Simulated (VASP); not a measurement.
# EuO (Fm-3m) in VASP: notebook

The runs below take EuO through relaxation of cell and atoms, with PBE+U.

All numbers are computed with VASP 6.6.1; they aren't measurements. Logs are shortened: lines on timing, memory, paths and dates and some standing lists are left out, and cuts for length are marked.

**1. The cell of the first run**

It takes space group Fm-3m (No. 225, cubic). Conventional cell: a = 5.057 Å, b = 5.057 Å, c = 5.057 Å, α = 90.00°, β = 90.00°, γ = 90.00°. Eu (site symmetry m-3m) has 6 O at 2.53 Å within 3.3 Å. O (site symmetry m-3m) has 6 Eu at 2.53 Å within 3.3 Å.

**2. Relaxation of cell and atoms, PBE+U, collinear spin, ferromagnetic start (16.16 Å³/atom)**

POSCAR

```
EuO
1.0
    0.0000000000      2.5283492041      2.5283492041
    2.5283492041      0.0000000000      2.5283492041
    2.5283492041      2.5283492041      0.0000000000
Eu O
1 1
Direct
    0.0000000000      0.0000000000      0.0000000000
    0.5000000000      0.5000000000      0.5000000000
```

INCAR.step1

```
GGA = PE ; ISPIN = 2
MAGMOM = 7 0 ; LORBIT = 11
LDAU = True ; LDAUTYPE = 2
LDAUL = 3 -1 ; LDAUU = 7 0
LDAUJ = 0 0 ; ISMEAR = 0
SIGMA = 0.03 ; LWAVE = False
LCHARG = False ; NSW = 80
PREC = Accurate ; LASPH = True
LREAL = False ; ALGO = Normal
EDIFF = 1E-6 ; NELM = 200
GGA_COMPAT = False ; IBRION = 2
ISIF = 3 ; EDIFFG = -0.005
NELMIN = 4 ; ENCUT = 600
EFERMI = MIDGAP ; LMAXMIX = 6
KPAR = 2 ; POTIM = 0.5
```

INCAR.step3

```
GGA = PE ; ISPIN = 2
MAGMOM = 7 0 ; LORBIT = 11
LDAU = True ; LDAUTYPE = 2
LDAUL = 3 -1 ; LDAUU = 7 0
LDAUJ = 0 0 ; ISMEAR = 0
SIGMA = 0.03 ; LWAVE = False
LCHARG = False ; PREC = Accurate
LASPH = True ; LREAL = False
ALGO = Normal ; EDIFF = 1E-6
NELM = 200 ; GGA_COMPAT = False
ISIF = 2 ; ENCUT = 600
EFERMI = MIDGAP ; LMAXMIX = 6
KPAR = 2
```

KPOINTS

```
Automatic mesh
0
Gamma
  6 6 6
  0 0 0
```

Potentials or basis: VASP PAW PBE potentials, release 64 (Eu, O).

The run is started by

```bash
cat potpaw_PBE.64/Eu/POTCAR potpaw_PBE.64/O/POTCAR > POTCAR
cp INCAR.step1 INCAR
cp POSCAR.step1 POSCAR
mpirun -np 2 vasp_std > vasp.out
cp CONTCAR POSCAR
mpirun -np 2 vasp_std > vasp.out
cp CONTCAR POSCAR
cp INCAR.step3 INCAR
mpirun -np 2 vasp_std > vasp.out
```

OUTCAR:

```text
GGA = PE
   ISPIN = 2
   LORBIT = 11
   ISMEAR = 0
   PREC = Accurate
   LASPH = True
   LREAL = False
   EDIFF = 1E-6
   NELM = 200
   ISIF = 2
   ENCUT = 600
   EFERMI = MIDGAP

 Found     16 irreducible k-points:

 Following reciprocal coordinates:
            Coordinates               Weight
  0.000000  0.000000  0.000000      1.000000
  0.166667  0.000000  0.000000      8.000000
  0.333333  0.000000  0.000000      8.000000
  0.500000  0.000000  0.000000      4.000000
  0.166667  0.166667  0.000000      6.000000
  0.333333  0.166667  0.000000     24.000000
   k-points           NKPTS =     16   k-points in BZ     NKDIM =     16   number of bands    NBANDS=     19
   number of dos      NEDOS =    301   number of ions     NIONS =      2
   total plane-waves  NPLWV =  27000
   dimension x,y,z NGX =    30 NGY =   30 NGZ =   30
   dimension x,y,z NGXF=    60 NGYF=   60 NGZF=   60
   ions per type =               1   1
   NGX,Y,Z   is equivalent  to a cutoff of  13.62, 13.62, 13.62 a.u.
   NGXF,Y,Z  is equivalent  to a cutoff of  27.23, 27.23, 27.23 a.u.
 SYSTEM =  unknown system
   PREC   = accura    normal or accurate (medium, high low for compatibility)
   ISTART =      0    job   : 0-new  1-cont  2-samecut
   ICHARG =      2    charge: 1-file 2-atom 10-const
   ISPIN  =      2    spin polarized calculation?
   LNONCOLLINEAR =      F non collinear calculations
   LSORBIT =      F    spin-orbit coupling
   LASPH  =      T    aspherical Exc in radial PAW
   ENCUT  =  600.0 eV  44.10 Ry    6.64 a.u.   7.32  7.32  7.32*2*pi/ulx,y,z
   NELM   =    200;   NELMIN=  2; NELMDL=  0     # of ELM steps
   EDIFF  = 0.1E-05   stopping-criterion for ELM
   LREAL  =      F    real-space projection
   EDIFFG = 0.1E-04   stopping-criterion for IOM
   NSW    =      0    number of steps for IOM
   IBRION =     -1    ionic relax: 0-MD 1-quasi-New 2-CG
   NFREE  =      0    steps in history (QN), initial steepest desc. (CG)
   ISIF   =      2    stress and relaxation
   ISYM   =      2    0-nonsym 1-usesym 2-fastsym
   POTIM  = 0.5000    time-step for ionic-motion
   TEBEG  =    0.0;   TEEND  =   0.0 temperature during run

   SCALEE = 1.0000    scale energy and forces
   PSTRESS=    0.0 pullay stress
   NELECT =      23.0000    total number of electrons
   NUPDOWN=      -1.0000    fix difference up-down
   EMIN   =  10.00;   EMAX   =-10.00  energy-range for DOS
   EFERMI =   0.00;   METHOD = MIDGAP
   ISMEAR =     0;   SIGMA  =   0.03  broadening in eV -4-tet -1-fermi 0-gaus
   EFERMI_NEDOS =   21; number of points for ismear=-14 and -15
   IALGO  =     38    algorithm
   IMIX   =      4    mixing-type and parameters
     AMIX     =   0.40;   BMIX     =  1.00
     AMIX_MAG =   1.60;   BMIX_MAG =  1.00
  volume/ion in A,a.u.               =      17.37       117.25
  Fermi-wavevector in a.u.,A,eV,Ry     =   1.426717  2.696105 27.694961  2.035522
  Thomas-Fermi vector in A             =   2.546964
   LORBIT       =     11    0 simple, 1 ext, 2 COOP (PROOUT), +10 PAW based schemes
 LDA+U is selected, type is set to LDAUTYPE =  2
   angular momentum for each species LDAUL =     3   -1
   U (eV)           for each species LDAUU =   7.0  0.0
   J (eV)           for each species LDAUJ =   0.0  0.0
   GGA     = PE    functional components
   LHFCALC =     F    Hartree Fock is set to
   AEXX    =    0.0000 exact exchange contribution
   IVDW    =     0    specifies the selected vdW correction
   LEPSILON=     F    determine dielectric tensor
   LRPA    =     F    only Hartree local field effects (RPA)

   CSHIFT  =0.1000    complex shift for real part using Kramers Kronig

   OMEGAMAX=  -1.0    maximum frequency
 spin polarized calculation
 Gauss-broadening in eV      SIGMA  =   0.03
  energy-cutoff  :      600.00
  volume of cell :       34.75
 maximum number of plane-waves:      1211
 NGX is ok and might be reduce to    30
   NGX = 15   NGY = 15   NGZ = 15

 number of electron      22.9999998 magnetization       6.9999999

 Free energy of the ion-electron system (eV)
  ---------------------------------------------------
  ext. energy  EPLUGINS =         0.00000000
  ---------------------------------------------------
  free energy    TOTEN  =       -21.04041045 eV

  energy without entropy =      -21.04041045  energy(sigma->0) =      -21.04041045

 E-fermi :   3.4225     XC(G=0): -10.6293

 val. band max:        3.2347714287   @ k =   0.0000   0.0000   0.0000
 cond. band min:       3.6102233157   @ k =   0.5000   0.5000   0.0000
 fundamental gap:      0.3754518870
 Fermi energy:         3.4224973722

 spin component 1

 k-point     1 :       0.0000    0.0000    0.0000
  band No.  band energies     occupation
      1     -36.0748      1.00000
      2     -14.6882      1.00000
      3     -14.6882      1.00000
      4     -14.6882      1.00000
      5     -14.0163      1.00000
      6       0.5201      1.00000
[... 11 lines left out ...]
     18       6.5014      0.00000
     19       6.5014      0.00000

 k-point     2 :       0.1667    0.0000    0.0000
  band No.  band energies     occupation
      1     -36.0523      1.00000
      2     -15.4399      1.00000
      3     -14.7100      1.00000
      4     -14.7100      1.00000
      5     -13.3313      1.00000
      6      -0.0546      1.00000
[... 11 lines left out ...]
     18       7.0792      0.00000
     19       7.0792      0.00000

 k-point     3 :       0.3333    0.0000    0.0000
  band No.  band energies     occupation
      1     -36.0068      1.00000
      2     -16.2069      1.00000
      3     -14.7533      1.00000
      4     -14.7533      1.00000
      5     -12.7011      1.00000
      6      -0.9213      1.00000
[... 11 lines left out ...]
     18       8.3910      0.00000
     19       8.3910      0.00000

 k-point     4 :       0.5000    0.0000    0.0000
  band No.  band energies     occupation
      1     -35.9838      1.00000
      2     -16.4978      1.00000
      3     -14.7747      1.00000
      4     -14.7747      1.00000
      5     -12.4799      1.00000
      6      -1.2863      1.00000
[... 11 lines left out ...]
     18       9.1733      0.00000
     19       9.4345      0.00000

 k-point     5 :       0.1667    0.1667    0.0000
  band No.  band energies     occupation
      1     -36.0449      1.00000
      2     -15.4270      1.00000
      3     -14.7751      1.00000
      4     -14.7751      1.00000
      5     -13.3102      1.00000
      6      -0.2912      1.00000
[... 11 lines left out ...]
     18       7.6957      0.00000
     19       7.6957      0.00000

 k-point     6 :       0.3333    0.1667    0.0000
  band No.  band energies     occupation
      1     -36.0073      1.00000
      2     -15.9251      1.00000
      3     -14.8397      1.00000
      4     -14.8357      1.00000
      5     -12.9953      1.00000
      6      -0.5781      1.00000
[... 11 lines left out ...]
     18       8.7742      0.00000
     19       8.9138      0.00000

 [... further k-points ...]

 spin component 2

 k-point     1 :       0.0000    0.0000    0.0000
  band No.  band energies     occupation
      1     -32.9609      1.00000
      2     -14.1007      1.00000
      3     -12.3673      1.00000
      4     -12.3673      1.00000
      5     -12.3673      1.00000
      6       0.9842      1.00000
[... 11 lines left out ...]
     18      14.2261      0.00000
     19      14.3674      0.00000

 k-point     2 :       0.1667    0.0000    0.0000
  band No.  band energies     occupation
      1     -32.9308      1.00000
      2     -14.5428      1.00000
      3     -12.3912      1.00000
      4     -12.3912      1.00000
      5     -12.0297      1.00000
      6       0.2976      1.00000
[... 11 lines left out ...]
     18      14.1993      0.00000
     19      14.3318      0.00000

 k-point     3 :       0.3333    0.0000    0.0000
  band No.  band energies     occupation
      1     -32.8701      1.00000
      2     -15.1834      1.00000
      3     -12.4381      1.00000
      4     -12.4381      1.00000
      5     -11.5972      1.00000
      6      -0.6837      1.00000
[... 11 lines left out ...]
     18      14.0468      0.00000
     19      14.2823      0.00000

 k-point     4 :       0.5000    0.0000    0.0000
  band No.  band energies     occupation
      1     -32.8393      1.00000
      2     -15.4484      1.00000
      3     -12.4610      1.00000
      4     -12.4610      1.00000
      5     -11.4355      1.00000
      6      -1.0866      1.00000
[... 11 lines left out ...]
     18      14.1956      0.00000
     19      14.3929      0.00000

 k-point     5 :       0.1667    0.1667    0.0000
  band No.  band energies     occupation
      1     -32.9211      1.00000
      2     -14.5409      1.00000
      3     -12.4771      1.00000
      4     -12.4771      1.00000
      5     -11.9866      1.00000
      6      -0.0576      1.00000
[... 11 lines left out ...]
     18      14.2474      0.00000
     19      14.3507      0.00000

 k-point     6 :       0.3333    0.1667    0.0000
  band No.  band energies     occupation
      1     -32.8711      1.00000
      2     -14.9149      1.00000
      3     -12.5548      1.00000
      4     -12.5488      1.00000
      5     -11.8733      1.00000
      6      -0.3849      1.00000
[... 11 lines left out ...]
     18      14.2036      0.00000
     19      14.2730      0.00000

 [... further k-points ...]

------------------------ aborting loop because EDIFF is reached ----------------------------------------

  FORCE on cell =-STRESS in cart. coord.  units (eV):
  Direction    XX          YY          ZZ          XY          YZ          ZX
  --------------------------------------------------------------------------------------
  -------------------------------------------------------------------------------------
  Total        0.0153319      0.0153319      0.0153319      0.0000000      0.0000000      0.0000000
  in kB        0.7069175      0.7069175      0.7069175      0.0000000      0.0000000      0.0000000
  external PRESSURE =       0.7069175 kB  Pullay stress =       0.0000000 kB

 VOLUME and BASIS-vectors are now :
 -----------------------------------------------------------------------------
  energy-cutoff  :      600.00
  volume of cell :       34.75
      direct lattice vectors                 reciprocal lattice vectors
     0.000000000  2.590018438  2.590018438    -0.193048819  0.193048819  0.193048819
     2.590018438  0.000000000  2.590018438     0.193048819 -0.193048819  0.193048819
     2.590018438  2.590018438  0.000000000     0.193048819  0.193048819 -0.193048819

 POSITION                                       TOTAL-FORCE (eV/Angst)
 -----------------------------------------------------------------------------------
      0.00000      0.00000      0.00000        -0.000000     -0.000000      0.000000
      2.59002      2.59002      2.59002         0.000000      0.000000     -0.000000
 -----------------------------------------------------------------------------------
    total drift:                                0.000000      0.000000      0.000000

  FREE ENERGIE OF THE ION-ELECTRON SYSTEM (eV)
  ---------------------------------------------------
  free  energy   TOTEN  =       -21.0404104472 eV

  energy  without entropy=      -21.0404104472  energy(sigma->0) =      -21.04041045

 total charge

# of ion       s       p       d       f       tot
--------------------------------------------------
    1        2.032   5.804   0.283   6.840  14.960
    2        1.551   3.403   0.000   0.000   4.953
--------------------------------------------------
tot          3.583   9.207   0.283   6.840  19.913

 magnetization (x)

# of ion       s       p       d       f       tot
--------------------------------------------------
    1       -0.015  -0.114   0.059   6.811   6.741
    2       -0.004  -0.085   0.000   0.000  -0.089
--------------------------------------------------
tot         -0.019  -0.199   0.059   6.811   6.652
```

Wall time 89 s (2 MPI ranks of AMD EPYC 9R45 (Zen 5), shared host); peak memory 0.18 GiB.

Results:

```yaml
Free_energy: -21.0404 eV
Relaxed_volume: 17.37 Å³/atom
Relaxed_cell: a = 3.663 Å, b = 3.663 Å, c = 3.663 Å, α = 60.00°, β = 60.00°, γ = 60.00°
Space_group_after_relaxing_to_0.1_Å: Fm-3m (No. 225)
Energy_gained_by_relaxing: 27.8 meV/atom
Ionic_steps: 7
Pressure_after_relaxing: 0.1 GPa
Band_gap_on_the_k_mesh: 0.38 eV (least direct gap 0.56 eV)
Net_moment: 7.00 μB per cell
Site_moments: Eu +6.74; O -0.09 μB
Valence_electrons_inside_the_program's_atomic_spheres: Eu 14.96; O 4.95
```

The path:
| step | energy change (eV) | largest force (eV/Å) | pressure (GPa) | volume (Å³) |
| --- | --- | --- | --- | --- |
| 1 | 0.0000 | 0.0000 | 7.23 | 32.33 |
| 2 | -0.0444 | 0.0000 | -2.44 | 35.86 |
| 3 | -0.0527 | 0.0000 | 0.04 | 34.79 |
| 4 | -0.0556 | 0.0000 | -0.05 | 34.79 |
| 5 | -0.0556 | 0.0000 | -0.17 | 34.77 |
| 6 | -0.0555 | 0.0000 | 0.57 | 34.69 |
| 7 | -0.0556 | 0.0000 | -0.01 | 34.75 |

Final structure:
```xyz
2
Lattice="0.0000 2.5900 2.5900 2.5900 0.0000 2.5900 2.5900 2.5900 0.0000" Properties=species:S:1:pos:R:3 pbc="T T T"
Eu    0.0000    0.0000    0.0000
O     2.5900    2.5900    2.5900
```

Levels at points of the mesh, in eV from the valence-band top:
Spin up:
| k point | band 11 | band 12 | band 13 | band 14 | band 15 | band 16 | band 17 | band 18 | band 19 |
| --- | --- | --- | --- | --- | --- | --- | --- | --- | --- |
| (0.00, 0.00, 0.00) | -0.54 | -0.54 | 0.00 | 0.00 | 0.00 | 1.14 | 3.27 | 3.27 | 3.27 |
| (0.50, 0.00, 0.00) | -0.76 | -0.58 | -0.58 | -0.54 | -0.53 | 3.80 | 5.94 | 5.94 | 6.20 |
| (0.50, 0.50, 0.00) | -0.65 | -0.65 | -0.54 | -0.18 | -0.18 | 0.38 | 4.90 | 7.31 | 8.02 |
Spin down:
| k point | band 6 | band 7 | band 8 | band 9 | band 10 | band 11 |
| --- | --- | --- | --- | --- | --- | --- |
| (0.00, 0.00, 0.00) | -2.25 | -2.25 | -2.25 | 1.88 | 4.20 | 4.20 |
| (0.50, 0.00, 0.00) | -4.32 | -3.37 | -3.37 | 4.40 | 6.65 | 6.95 |
| (0.50, 0.50, 0.00) | -2.37 | -2.23 | -2.23 | 1.19 | 5.75 | 8.16 |

Caveat: spin-orbit coupling is left out, which moves the levels of the heavy elements; a cell with one magnetic atom can't hold antiferromagnetic order, which such compounds often take.

[end of part 1 of 2]
